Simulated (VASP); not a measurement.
# MoS2 (P-3m1) in VASP: a series of runs, part 2 of 3

VASP 6.6.1. The steps go on from the part before.

### Step 3. Single point, PBEsol

File INCAR:

```
SYSTEM = MoS2
ALGO = Normal ; EDIFF = 1E-6
ENCUT = 520 ; GGA = PS
ISIF = 2 ; ISMEAR = 0
LASPH = .True. ; LCHARG = .False.
LREAL = .False. ; LWAVE = .False.
NBANDS = 20 ; NELM = 100
PREC = Accurate ; SIGMA = 0.05
```

File KPOINTS:

```
k-points
0
Gamma
  11 11 5
  0 0 0
```

File POSCAR:

```
MoS2
1.0
    3.2274650000      0.0000000000      0.0000000000
   -1.6137320000      2.7950660000      0.0000000000
    0.0000000000      0.0000000000      6.3124730000
Mo S
1 2
Direct
    0.0000000000      0.0000000000      0.5000000000
    0.3333333333      0.6666666667      0.2553190000
    0.6666666667      0.3333333333      0.7446810000
```

Potentials or basis: VASP PAW PBE potentials, release 64 (Mo_sv, S).

On the command line:

```
$ cat potpaw_PBE.64/Mo_sv/POTCAR potpaw_PBE.64/S/POTCAR > POTCAR
$ mpirun -np 1 vasp_std > vasp.out
```

OUTCAR:

```text
SYSTEM = MoS2
   EDIFF = 1E-6
   ENCUT = 520
   GGA = PS
   ISIF = 2
   ISMEAR = 0
   LASPH = .True.
   LREAL = .False.
   NELM = 100
   PREC = Accurate

 ion  position               nearest neighbor table
   1  0.000  0.000  0.500-   2 2.42   3 2.42   3 2.42   2 2.42   3 2.42   2 2.42
   2  0.333  0.667  0.255-   1 2.42   1 2.42   1 2.42
   3  0.667  0.333  0.745-   1 2.42   1 2.42   1 2.42

  LATTYP: Found a hexagonal cell.
 ALAT       =     3.2274650000
 C/A-ratio  =     1.9558610241

  Lattice vectors:

 A1 = (   3.2274650000,   0.0000000000,   0.0000000000)
 A2 = (  -1.6137320000,   2.7950660000,   0.0000000000)
 A3 = (   0.0000000000,   0.0000000000,   6.3124730000)

Analysis of symmetry for initial positions (statically):
=====================================================================
 Subroutine PRICEL returns:
 Original cell was already a primitive cell.

 Routine SETGRP: Setting up the symmetry group for a
 hexagonal supercell.

 Subroutine GETGRP returns: Found 12 space group operations
 (whereof 12 operations were pure point group operations)
 out of a pool of 24 trial point group operations.

The static configuration has the point symmetry D_3d.

Analysis of symmetry for dynamics (positions and initial velocities):
=====================================================================
 Subroutine PRICEL returns:
 Original cell was already a primitive cell.

 Routine SETGRP: Setting up the symmetry group for a
 hexagonal supercell.

 Subroutine GETGRP returns: Found 12 space group operations
 (whereof 12 operations were pure point group operations)
 out of a pool of 24 trial point group operations.

The dynamic configuration has the point symmetry D_3d.

 Subroutine INISYM returns: Found 12 space group operations
 (whereof 12 operations are pure point group operations),
 and found     1 'primitive' translations

[... 111 lines left out ...]
   ISMEAR =     0;   SIGMA  =   0.05  broadening in eV -4-tet -1-fermi 0-gaus
   EFERMI_NEDOS =   21; number of points for ismear=-14 and -15
   IALGO  =     38    algorithm
   IMIX   =      4    mixing-type and parameters
     AMIX     =   0.40;   BMIX     =  1.00
     AMIX_MAG =   1.60;   BMIX_MAG =  1.00
  volume/ion in A,a.u.               =      18.98       128.09
  Fermi-wavevector in a.u.,A,eV,Ry     =   1.260612  2.382212 21.621611  1.589144
  Thomas-Fermi vector in A             =   2.394113
   LORBIT       =      0    0 simple, 1 ext, 2 COOP (PROOUT), +10 PAW based schemes
   GGA     = PS    functional components
   LHFCALC =     F    Hartree Fock is set to
   AEXX    =    0.0000 exact exchange contribution
   IVDW    =     0    specifies the selected vdW correction
   LEPSILON=     F    determine dielectric tensor
   LRPA    =     F    only Hartree local field effects (RPA)
 non-spin polarized calculation
 Gauss-broadening in eV      SIGMA  =   0.05
  energy-cutoff  :      520.00
  volume of cell :       56.94
 maximum number of plane-waves:      1557
   NGX = 13   NGY = 13   NGZ = 23

 number of electron      26.0000001 magnetization

 Free energy of the ion-electron system (eV)
  ---------------------------------------------------
  ext. energy  EPLUGINS =         0.00000000
  ---------------------------------------------------
  free energy    TOTEN  =       -22.56349785 eV

  energy without entropy =      -22.56141296  energy(sigma->0) =      -22.56245541

 E-fermi :   6.9042     XC(G=0): -10.6256

 val. band max:        6.8575567996   @ k =   0.1818   0.1818   0.4000
 cond. band min:       6.9210843621   @ k =   0.0909  -0.0000   0.2000
 fundamental gap:      0.0635275625
 Fermi energy:         6.9041517668

 k-point     1 :       0.0000    0.0000    0.0000
  band No.  band energies     occupation
      1     -54.8546      2.00000
      2     -28.9207      2.00000
      3     -28.8863      2.00000
      4     -28.8863      2.00000
      5      -7.9888      2.00000
      6      -6.5260      2.00000
[... 541 lines left out ...]
     19      13.2553      0.00000
     20      15.9113      0.00000

 [... further k-points ...]

------------------------ aborting loop because EDIFF is reached ----------------------------------------

  FORCE on cell =-STRESS in cart. coord.  units (eV):
  Direction    XX          YY          ZZ          XY          YZ          ZX
  --------------------------------------------------------------------------------------
  -------------------------------------------------------------------------------------
  Total       -1.6650586     -1.6650578     -0.2940493     -0.0000003     -0.0000000      0.0000000
  in kB      -46.8475580    -46.8475352     -8.2732779     -0.0000084     -0.0000000      0.0000000
  external PRESSURE =     -33.9894570 kB  Pullay stress =       0.0000000 kB

 VOLUME and BASIS-vectors are now :
 -----------------------------------------------------------------------------
  energy-cutoff  :      520.00
  volume of cell :       56.94
      direct lattice vectors                 reciprocal lattice vectors
     3.227465000  0.000000000  0.000000000     0.309840695  0.178886597  0.000000000
    -1.613732000  2.795066000  0.000000000     0.000000000  0.357773305  0.000000000
     0.000000000  0.000000000  6.312473000     0.000000000  0.000000000  0.158416519

 POSITION                                       TOTAL-FORCE (eV/Angst)
 -----------------------------------------------------------------------------------
      0.00000      0.00000      3.15624        -0.000000      0.000000      0.000000
      0.00000      1.86338      1.61169        -0.000000      0.000000     -0.033331
      1.61373      0.93169      4.70078         0.000000     -0.000000      0.033331
 -----------------------------------------------------------------------------------
    total drift:                                0.000000      0.000000      0.000000

  FREE ENERGIE OF THE ION-ELECTRON SYSTEM (eV)
  ---------------------------------------------------
  free  energy   TOTEN  =       -22.5634978486 eV

  energy  without entropy=      -22.5614129641  energy(sigma->0) =      -22.56245541
```

OSZICAR:

```text
N       E                     dE             d eps       ncg     rms          rms(c)
DAV:   1     0.194886327177E+03    0.19489E+03   -0.14866E+04  2880   0.122E+03
DAV:   2    -0.162621056612E+02   -0.21115E+03   -0.20602E+03  3328   0.315E+02
DAV:   3    -0.241212773842E+02   -0.78592E+01   -0.77797E+01  3420   0.579E+01
DAV:   4    -0.242166427010E+02   -0.95365E-01   -0.95279E-01  3344   0.668E+00
DAV:   5    -0.242180032064E+02   -0.13605E-02   -0.13604E-02  3388   0.791E-01    0.234E+01
DAV:   6    -0.231337378831E+02    0.10843E+01   -0.14678E+01  2828   0.211E+01    0.914E+00
DAV:   7    -0.227382042497E+02    0.39553E+00   -0.66175E+00  2808   0.132E+01    0.600E+00
DAV:   8    -0.225642150739E+02    0.17399E+00   -0.89064E-01  2988   0.520E+00    0.173E+00
DAV:   9    -0.225649861073E+02   -0.77103E-03   -0.28090E-02  3224   0.103E+00    0.594E-01
DAV:  10    -0.225636981037E+02    0.12880E-02   -0.15325E-02  2996   0.761E-01    0.181E-01
DAV:  11    -0.225635508691E+02    0.14723E-03   -0.75005E-04  3132   0.178E-01    0.706E-02
DAV:  12    -0.225634850500E+02    0.65819E-04   -0.22285E-04  3068   0.883E-02    0.513E-02
DAV:  13    -0.225634982930E+02   -0.13243E-04   -0.59154E-05  2952   0.436E-02    0.178E-02
DAV:  14    -0.225634978486E+02    0.44437E-06   -0.47190E-06  3264   0.119E-02
   1 F= -.22563498E+02 E0= -.22562455E+02  d E =-.208488E-02
```

stdout:

```text
POSCAR found type information on POSCAR MoS
 POSCAR found :  2 types and       3 ions
 scaLAPACK will be used
 -----------------------------------------------------------------------------
|                                                                             |
|                                                                             |
|     You enforced a specific xc type in the INCAR file but a different       |
|     I HOPE YOU KNOW WHAT YOU ARE DOING!                                     |
|                                                                             |
 -----------------------------------------------------------------------------

 LDA part: xc-table for (Slater+PW92), standard interpolation
 POSCAR, INCAR and KPOINTS ok, starting setup
 FFT: planning ... GRIDC
 FFT: planning ... GRID_SOFT
 FFT: planning ... GRID
 WAVECAR not read
 entering main loop
```

Run time: 48 s. Hardware: 1 thread of AMD EPYC 7R43 (Zen 3), shared host; peak memory 0.18 GiB.

What came out:

| Property | Result |
| --- | --- |
| Free energy | -22.5635 eV |
| Pressure | -3.4 GPa |
| Largest force | 0.033 eV/Å |
| Band gap on the k mesh | zero (band 13 reaches 7.16 eV, above the bottom of band 14 at 6.47 eV) |

Forces on the atoms (eV/Å):
```
Mo   0.000  0.000  0.000
S    0.000  0.000 -0.033
S    0.000  0.000  0.033
```

Stress tensor (GPa, compression positive):
```
-4.68  0.00  0.00
 0.00 -4.68  0.00
 0.00  0.00 -0.83
```

Levels at points of the mesh, in eV from the Fermi level:
| k point | band 9 | band 10 | band 11 | band 12 | band 13 | band 14 | band 15 | band 16 | band 17 | band 18 |
| --- | --- | --- | --- | --- | --- | --- | --- | --- | --- | --- |
| (0.00, 0.00, 0.00) | -4.11 | -1.90 | -1.16 | -1.03 | -1.03 | -0.37 | -0.37 | 3.14 | 3.14 | 5.92 |

Caveat: the PAW data sets were made with another functional, which shifts forces and pressure a little; this functional lacks dispersion, which binds the layers, so the pressure and a relaxed spacing across them are unreliable.

(Continued in part 3 of 3.)
